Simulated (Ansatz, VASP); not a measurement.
One calculation of CaSe, two programs

POSCAR

```
CaSe
1.0
    0.0000000000      2.9375579572      2.9375579572
    2.9375579572      0.0000000000      2.9375579572
    2.9375579572      2.9375579572      0.0000000000
Ca Se
1 1
Direct
    0.0000000000      0.0000000000      0.0000000000
    0.5000000000      0.5000000000      0.5000000000
```

The input INCAR.step1:

```
ALGO = Normal
EDIFF = 1E-4
ENCUT = 520
GGA = PE
ISMEAR = 0
LASPH = T
LCHARG = F
LREAL = F
LWAVE = T
NBANDS = 15
NELM = 80
PREC = Accurate
SIGMA = 0.01
```

Contents of INCAR.step2:

```
ALGO = Normal
EDIFF = 1E-6
ENCUT = 520
ISIF = 2
ISMEAR = 0
ISTART = 1
LASPH = T
LCHARG = T
LELF = T
LMIXTAU = T
LREAL = F
LVHAR = T
LWAVE = F
METAGGA = R2SCAN
NBANDS = 15
NELM = 80
PREC = Accurate
SIGMA = 0.01
```

The input KPOINTS:

```
k-points
0
Gamma
  6 6 6
```

Input for Ansatz:

```yaml
crystal:
  lattice:
    - [0.0, 2.9375579572, 2.9375579572]
    - [2.9375579572, 0.0, 2.9375579572]
    - [2.9375579572, 2.9375579572, 0.0]
  atoms:
    - { symbol: Ca, position: [0.0, 0.0, 0.0] }
    - { symbol: Se, position: [0.5, 0.5, 0.5] }
kpoints:
  mp_grid: { grid: [6, 6, 6] }
hamiltonian:
  xc: r2scan
scf:
  occupations: { method: fixed }
  n_extra_bands: 4
output:
  forces: true
  stress: true
  eigenvalues: true
```

Alike in both runs: task single point; functional r2SCAN; k mesh 6 × 6 × 6; no spin polarisation.

```csv
,VASP,Ansatz
version,VASP 6.6.1,Ansatz 0.2.0
potentials or method,"VASP PAW PBE potentials, release 64 (Ca_sv, Se)","plane waves, PAW"
plane-wave cutoff (eV),520,500
occupations,"gaussian, width 0.01 eV",fixed
valence electrons in the cell,16,26
```

```tsv
	VASP	Ansatz	Ansatz less VASP
gap on the k mesh at the Fermi level (eV)	2.44	2.44	+0.001
pressure (GPa)	2.0	1.7	-0.27
```

VASP's potentials were made for PBE, not for r2SCAN. VASP's potentials hold 16 valence electrons a cell and Ansatz's 26, so a difference there can come from the potentials and not from the codes.
